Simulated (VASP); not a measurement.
A run of VASP 6.6.1 is set up as follows.

INCAR

```
SYSTEM = H
  ALGO = Normal
  EDIFF = 1E-7
  ENCUT = 520
  GGA = PE
  ISIF = 2
  ISMEAR = 0
  LASPH = .True.
  LCHARG = .False.
  LREAL = .False.
  LWAVE = .False.
  NBANDS = 10
  NELM = 80
  PREC = Accurate
  SIGMA = 0.02
```

The input KPOINTS:

```
k-points
0
Gamma
  6 6 6
  0 0 0
```

Contents of POSCAR:

```
H
1.0
    3.4872038511      0.0000000000      0.0000000000
    0.0000000000      3.4872038511      0.0000000000
    0.0000000000      0.0000000000      4.9062574599
H
4
Direct
    0.0000000000      0.0000000000      0.9235081627
    0.0000000000      0.0000000000      0.0764918373
    0.5000000000      0.5000000000      0.4235081627
    0.5000000000      0.5000000000      0.5764918373
```

Potentials or basis: VASP PAW PBE potentials, release 64 (H).

Run with:

```console
$ cat potpaw_PBE.64/H/POTCAR > POTCAR
$ mpirun -np 1 vasp_std > vasp.out
```

(1) Estimate the pressure.

(2) Predict the band gap on the k mesh.

(3) Estimate the largest force.

Answers

(1) -0.1 GPa.

(2) 9.43 eV.

(3) 0.010 eV/Å.

Caveat: this functional lacks dispersion, which holds the molecules together, so the pressure and a relaxed volume are unreliable.
